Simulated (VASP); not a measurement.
# W (Fm-3m) in VASP: further runs

The runs below take W through single point, relaxation of cell and atoms, with PBE.

Program: VASP 6.6.1. These are calculated values, not measurements. Logs are shortened: lines on timing, memory, paths and dates and some standing lists are left out, and cuts for length are marked.

## Step 1: The cell of the first run

It takes space group Fm-3m (No. 225, cubic). The conventional cell has a = 4.037 Å, b = 4.037 Å, c = 4.037 Å, α = 90.00°, β = 90.00°, γ = 90.00°. Within 3.8 Å of W (site symmetry m-3m) lie 12 W at 2.85 Å.

This isn't the form of W at room conditions, which is bcc.

## Step 2: Single point, PBE

File INCAR:

```
SYSTEM = W
  PREC = Accurate
  ENCUT = 520
  EDIFF = 1E-6
  ISMEAR = -1
  SIGMA = 0.05
  LREAL = .FALSE.
  LASPH = .TRUE.
  NELM = 80
  ALGO = Normal
  ISIF = 2
  LWAVE = .FALSE.
  LCHARG = .FALSE.
  GGA = PE
  NBANDS = 13
```

File KPOINTS:

```
Automatic mesh
0
G
  18 18 18
  0 0 0
```

File POSCAR:

```
W
1.0
    0.0000000000      2.0185871169      2.0185871169
    2.0185871169      0.0000000000      2.0185871169
    2.0185871169      2.0185871169      0.0000000000
W
1
Direct
    0.0000000000      0.0000000000      0.0000000000
```

Potentials or basis: VASP PAW PBE potentials, release 64 (W_sv).

The run is started by

```console
cat potpaw_PBE.64/W_sv/POTCAR > POTCAR
mpirun -np 1 vasp_std > vasp.out
```

OUTCAR:

```text
SYSTEM = W
   PREC = Accurate
   ENCUT = 520
   EDIFF = 1E-6
   ISMEAR = -1
   LREAL = .FALSE.
   LASPH = .TRUE.
   NELM = 80
   ISIF = 2
   GGA = PE

 ion  position               nearest neighbor table
   1  0.000  0.000  0.000-

  LATTYP: Found a face centered cubic cell.
 ALAT       =     4.0371742338

  Lattice vectors:

 A1 = (   0.0000000000,   2.0185871169,   2.0185871169)
 A2 = (   2.0185871169,   0.0000000000,   2.0185871169)
 A3 = (   2.0185871169,   2.0185871169,   0.0000000000)

Analysis of symmetry for initial positions (statically):
=====================================================================
 Subroutine PRICEL returns:
 Original cell was already a primitive cell.

 Routine SETGRP: Setting up the symmetry group for a
 face centered cubic supercell.

 Subroutine GETGRP returns: Found 48 space group operations
 (whereof 48 operations were pure point group operations)
 out of a pool of 48 trial point group operations.

The static configuration has the point symmetry O_h .

Analysis of symmetry for dynamics (positions and initial velocities):
=====================================================================
 Subroutine PRICEL returns:
 Original cell was already a primitive cell.

 Routine SETGRP: Setting up the symmetry group for a
 face centered cubic supercell.

 Subroutine GETGRP returns: Found 48 space group operations
 (whereof 48 operations were pure point group operations)
 out of a pool of 48 trial point group operations.

The dynamic configuration has the point symmetry O_h .

 Subroutine INISYM returns: Found 48 space group operations
 (whereof 48 operations are pure point group operations),
 and found     1 'primitive' translations

----------------------------------------------------------------------------------------

                                     Primitive cell

  volume of cell :      16.4502

  direct lattice vectors                    reciprocal lattice vectors
     0.000000000  2.018587117  2.018587117    -0.247698004  0.247698004  0.247698004
     2.018587117  0.000000000  2.018587117     0.247698004 -0.247698004  0.247698004
     2.018587117  2.018587117  0.000000000     0.247698004  0.247698004 -0.247698004

  length of vectors
     2.854713278  2.854713278  2.854713278     0.429025528  0.429025528  0.429025528

  position of ions in fractional coordinates (direct lattice)
     0.000000000  0.000000000  0.000000000

  ion indices of the primitive-cell ions
[... 80 lines left out ...]
   ISIF   =      2    stress and relaxation
   ISYM   =      2    0-nonsym 1-usesym 2-fastsym
   POTIM  = 0.5000    time-step for ionic-motion
   TEBEG  =    0.0;   TEEND  =   0.0 temperature during run
   PSTRESS=    0.0 pullay stress
   NELECT =      14.0000    total number of electrons
   NUPDOWN=      -1.0000    fix difference up-down
   EMIN   =  10.00;   EMAX   =-10.00  energy-range for DOS
   EFERMI =   0.00;   METHOD = LEGACY
   ISMEAR =    -1;   SIGMA  =   0.05  broadening in eV -4-tet -1-fermi 0-gaus
   EFERMI_NEDOS =   21; number of points for ismear=-14 and -15
   IALGO  =     38    algorithm
   IMIX   =      4    mixing-type and parameters
     AMIX     =   0.40;   BMIX     =  1.00
     AMIX_MAG =   1.60;   BMIX_MAG =  1.00
  volume/ion in A,a.u.               =      16.45       111.01
  Fermi-wavevector in a.u.,A,eV,Ry     =   1.551410  2.931740 32.747509  2.406874
  Thomas-Fermi vector in A             =   2.655934
   LORBIT       =      0    0 simple, 1 ext, 2 COOP (PROOUT), +10 PAW based schemes
   GGA     = PE    functional components
   LHFCALC =     F    Hartree Fock is set to
   AEXX    =    0.0000 exact exchange contribution
   IVDW    =     0    specifies the selected vdW correction
   LEPSILON=     F    determine dielectric tensor
   LRPA    =     F    only Hartree local field effects (RPA)
 non-spin polarized calculation
  energy-cutoff  :      520.00
  volume of cell :       16.45
 maximum number of plane-waves:       459
 NGX is ok and might be reduce to    24
   NGX = 11   NGY = 11   NGZ = 11

 number of electron      14.0000002 magnetization

 Free energy of the ion-electron system (eV)
  ---------------------------------------------------
  ext. energy  EPLUGINS =         0.00000000
  ---------------------------------------------------
  free energy    TOTEN  =       -12.47730274 eV

  energy without entropy =      -12.46663687  energy(sigma->0) =      -12.47196980

 E-fermi :  10.4513     XC(G=0): -13.4225

 val. band max:       10.4471476773   @ k =  -0.1667   0.0556   0.0000
 cond. band min:      10.4596429259   @ k =  -0.2222   0.0556   0.0000
 fundamental gap:      0.0124952486
 Fermi energy:        10.4513156253

 k-point     1 :       0.0000    0.0000    0.0000
  band No.  band energies     occupation
      1     -63.2228      2.00000
      2     -26.8565      2.00000
      3     -26.8565      2.00000
      4     -26.8565      2.00000
      5       1.4766      2.00000
      6       9.9014      1.99997
      7       9.9014      1.99997
      8       9.9014      1.99997
      9      13.0163      0.00000
     10      13.0163      0.00000
     11      23.2396      0.00000
     12      28.4473      0.00000
     13      28.4473      0.00000
[... 354 lines left out ...]
  band No.  band energies     occupation
      1     -63.1714      2.00000
      2     -27.4146      2.00000
      3     -26.9673      2.00000
      4     -26.9169      2.00000
      5       3.6857      2.00000
      6       8.8072      2.00000
      7      10.3108      1.88653
      8      10.4596      0.91692
      9      12.5341      0.00000
     10      13.5588      0.00000
     11      23.8704      0.00000
     12      27.2505      0.00000
     13      31.4925      0.00000

 [... further k-points ...]

------------------------ aborting loop because EDIFF is reached ----------------------------------------

  FORCE on cell =-STRESS in cart. coord.  units (eV):
  Direction    XX          YY          ZZ          XY          YZ          ZX
  --------------------------------------------------------------------------------------
  -------------------------------------------------------------------------------------
  Total        0.0494102      0.0494102      0.0494102      0.0000000      0.0000000      0.0000000
  in kB        4.8123255      4.8123255      4.8123255      0.0000000      0.0000000      0.0000000
  external PRESSURE =       4.8123255 kB  Pullay stress =       0.0000000 kB

 VOLUME and BASIS-vectors are now :
 -----------------------------------------------------------------------------
  energy-cutoff  :      520.00
  volume of cell :       16.45
      direct lattice vectors                 reciprocal lattice vectors
     0.000000000  2.018587117  2.018587117    -0.247698004  0.247698004  0.247698004
     2.018587117  0.000000000  2.018587117     0.247698004 -0.247698004  0.247698004
     2.018587117  2.018587117  0.000000000     0.247698004  0.247698004 -0.247698004

 POSITION                                       TOTAL-FORCE (eV/Angst)
 -----------------------------------------------------------------------------------
      0.00000      0.00000      0.00000         0.000000      0.000000      0.000000
 -----------------------------------------------------------------------------------
    total drift:                               -0.000000      0.000000      0.000000

  FREE ENERGIE OF THE ION-ELECTRON SYSTEM (eV)
  ---------------------------------------------------
  free  energy   TOTEN  =       -12.4773027370 eV

  energy  without entropy=      -12.4666368658  energy(sigma->0) =      -12.47196980
```

stdout:

```text
POSCAR found type information on POSCAR W
 POSCAR found :  1 types and       1 ions
 scaLAPACK will be used
 LDA part: xc-table for (Slater+PW92), standard interpolation
 POSCAR, INCAR and KPOINTS ok, starting setup
 FFT: planning ... GRIDC
 FFT: planning ... GRID_SOFT
 FFT: planning ... GRID
 WAVECAR not read
 entering main loop
```

Wall time 46 s (1 thread of Intel Xeon 8259CL, shared host); peak memory 0.17 GiB.

Results:

```yaml
Free_energy: -12.4773 eV
Pressure: 0.5 GPa
Band_gap_on_the_k_mesh: zero (bands 7 and 8 overlap by 3.59 eV)
```

Caveat: spin-orbit coupling is left out, which moves the levels of the heavy elements.

## Step 3: Single point, PBE

File INCAR:

```
  ALGO = Normal
  EDIFF = 1E-7
  ENCUT = 520
  GGA = PE
  ISIF = 2
  ISMEAR = -1
  LASPH = T
  LCHARG = F
  LREAL = F
  LWAVE = F
  NBANDS = 13
  NELM = 100
  PREC = Accurate
  SIGMA = 0.05
```

File KPOINTS:

```
k-points
0
Gamma
  18 18 18
```

File POSCAR:

```
W
1.0
    0.0000000000      2.0187740427      2.0187740427
    2.0187740427      0.0000000000      2.0187740427
    2.0187740427      2.0187740427      0.0000000000
W
1
Direct
    0.0000000000      0.0000000000      0.0000000000
```

Potentials or basis: VASP PAW PBE potentials, release 64 (W_sv).

The run is started by

```console
cat potpaw_PBE.64/W_sv/POTCAR > POTCAR
mpirun -np 1 vasp_std > vasp.out
```

Wall time 41 s (1 thread of Intel Xeon 8259CL, shared host); peak memory 0.17 GiB.

Results (log left out):

| Quantity | Value |
| --- | --- |
| Free energy | -12.4773 eV |
| Pressure | 0.4 GPa |
| Band gap on the k mesh | zero (bands 7 and 8 overlap by 3.59 eV) |

Levels at points of the mesh, in eV from the Fermi level:
```tsv
k point	band 3	band 4	band 5	band 6	band 7	band 8	band 9	band 10	band 11	band 12
(0.00, 0.00, 0.00)	-37.31	-37.31	-8.97	-0.55	-0.55	-0.55	2.56	2.56	12.79	17.99
(0.50, 0.00, 0.00)	-37.46	-37.46	-5.58	-0.77	-0.77	0.63	5.03	5.03	10.25	12.42
(0.50, 0.50, 0.00)	-37.72	-37.72	-5.46	-4.50	3.04	5.00	5.76	5.76	11.72	11.72
```

Caveat: spin-orbit coupling is left out, which moves the levels of the heavy elements.

## Step 4: Relaxation of cell and atoms, PBE

This run uses another cell than the first one, of 16.14 Å³/atom.

File INCAR:

```
PREC = Accurate
ENCUT = 600
EDIFF = 1E-7
ISMEAR = -1
SIGMA = 0.05
LREAL = F
LASPH = T
NELM = 60
ALGO = Normal
ISIF = 3
LWAVE = F
LCHARG = F
GGA = PE
IBRION = 2
NSW = 60
EDIFFG = -0.005
```

File KPOINTS:

```
Automatic mesh
0
Gamma
  18 18 18
```

File POSCAR:

```
W
1.0
    0.0000000000      2.0060235071      2.0060235071
    2.0060235071      0.0000000000      2.0060235071
    2.0060235071      2.0060235071      0.0000000000
W
1
Direct
    0.0000000000      0.0000000000      0.0000000000
```

Potentials or basis: VASP PAW PBE potentials, release 64 (W_sv).

The run is started by

```console
cat potpaw_PBE.64/W_sv/POTCAR > POTCAR
mpirun -np 1 vasp_std > vasp.out
```

OUTCAR:

```text
PREC = Accurate
   ENCUT = 600
   EDIFF = 1E-7
   ISMEAR = -1
   LREAL = F
   LASPH = T
   NELM = 60
   ISIF = 3
   GGA = PE
   IBRION = 2
   NSW = 60
   EDIFFG = -0.005

 ion  position               nearest neighbor table
   1  0.000  0.000  0.000-

  LATTYP: Found a face centered cubic cell.
 ALAT       =     4.0120470142

  Lattice vectors:

 A1 = (   0.0000000000,   2.0060235071,   2.0060235071)
 A2 = (   2.0060235071,   0.0000000000,   2.0060235071)
 A3 = (   2.0060235071,   2.0060235071,   0.0000000000)

Analysis of symmetry for initial positions (statically):
=====================================================================
 Subroutine PRICEL returns:
 Original cell was already a primitive cell.

 Routine SETGRP: Setting up the symmetry group for a
 face centered cubic supercell.

[... 212 lines left out ...]
      3     -27.9940      2.00000
      4     -27.9940      2.00000
      5       0.9194      2.00000
      6       9.0548      1.99989
      7       9.0548      1.99989
      8       9.0548      1.99989
      9      11.8724      0.00000
     10      11.8724      0.00000
     11      22.2210      0.00000
[... 391 lines left out ...]
--------------------------------------- Ionic step        4  -------------------------------------------

 number of electron      14.0000002 magnetization

 Free energy of the ion-electron system (eV)
  ---------------------------------------------------
  ext. energy  EPLUGINS =         0.00000000
  ---------------------------------------------------
  free energy    TOTEN  =       -12.47734733 eV

  energy without entropy =      -12.46667382  energy(sigma->0) =      -12.47201057

 E-fermi :  10.4257     XC(G=0): -13.4120

 val. band max:       10.4222476218   @ k =  -0.1667   0.0556   0.0000
 cond. band min:      10.4348315720   @ k =  -0.2222   0.0556   0.0000
 fundamental gap:      0.0125839502
 Fermi energy:        10.4257435077

 k-point     1 :       0.0000    0.0000    0.0000
  band No.  band energies     occupation
      1     -63.2523      2.00000
      2     -26.8883      2.00000
      3     -26.8883      2.00000
      4     -26.8883      2.00000
      5       1.4608      2.00000
      6       9.8778      1.99997
      7       9.8778      1.99997
      8       9.8778      1.99997
      9      12.9843      0.00000
     10      12.9843      0.00000
     11      23.2114      0.00000
[... 350 lines left out ...]
  FREE ENERGIE OF THE ION-ELECTRON SYSTEM (eV)
  ---------------------------------------------------
  free  energy   TOTEN  =       -12.4773473275 eV

  energy  without entropy=      -12.4666738175  energy(sigma->0) =      -12.47201057

 reached required accuracy - stopping structural energy minimisation
```

OSZICAR:

```text
N       E                     dE             d eps       ncg     rms          rms(c)
DAV:   1     0.820269442489E+02    0.82027E+02   -0.85479E+03  4298   0.159E+03
DAV:   2    -0.113903946563E+02   -0.93417E+02   -0.90600E+02  4620   0.353E+02
[... 32 lines left out ...]
   3 F= -.12477343E+02 E0= -.12472005E+02  d E =-.628422E-02
       N       E                     dE             d eps       ncg     rms          rms(c)
DAV:   1    -0.124773817440E+02   -0.39242E-04   -0.81287E-04  4440   0.447E-01    0.717E-02
DAV:   2    -0.124773511635E+02    0.30580E-04   -0.45913E-05  4437   0.915E-02    0.161E-02
DAV:   3    -0.124773466920E+02    0.44715E-05   -0.13421E-05  4527   0.478E-02    0.126E-02
DAV:   4    -0.124773473614E+02   -0.66941E-06   -0.32420E-07  4386   0.779E-03    0.152E-03
DAV:   5    -0.124773473275E+02    0.33878E-07   -0.23106E-08  2220   0.202E-03
   4 F= -.12477347E+02 E0= -.12472011E+02  d E =-.628896E-02
```

Wall time 78 s (1 thread of Intel Xeon 8259CL, shared host); peak memory 0.18 GiB.

What came out:

```yaml
Free_energy: -12.4773 eV
Relaxed_volume: 16.48 Å³/atom
Relaxed_cell: a = 2.857 Å, b = 2.857 Å, c = 2.857 Å, α = 60.00°, β = 60.00°, γ = 60.00°
Space_group_after_relaxing_to_0.1_Å: Fm-3m (No. 225)
Energy_gained_by_relaxing: 6.3 meV/atom
Ionic_steps: 4
Pressure_after_relaxing: 0.0 GPa
Band_gap_on_the_k_mesh: zero (bands 7 and 8 overlap by 3.58 eV)
```

Step by step:
| step | energy change (eV) | largest force (eV/Å) | pressure (GPa) | volume (Å³) |
| --- | --- | --- | --- | --- |
| 1 | 0.0000 | 0.0000 | 6.12 | 16.15 |
| 2 | 0.0576 | 0.0000 | -16.81 | 17.63 |
| 3 | -0.0063 | 0.0000 | -0.15 | 16.49 |
| 4 | -0.0063 | 0.0000 | -0.01 | 16.48 |

Final structure:
```
W
1.0
     0.00000    2.01985    2.01985
     2.01985    0.00000    2.01985
     2.01985    2.01985    0.00000
W
1
Direct
  0.00000 0.00000 0.00000
```

Caveat: spin-orbit coupling is left out, which moves the levels of the heavy elements.

[end of part 1 of 2]
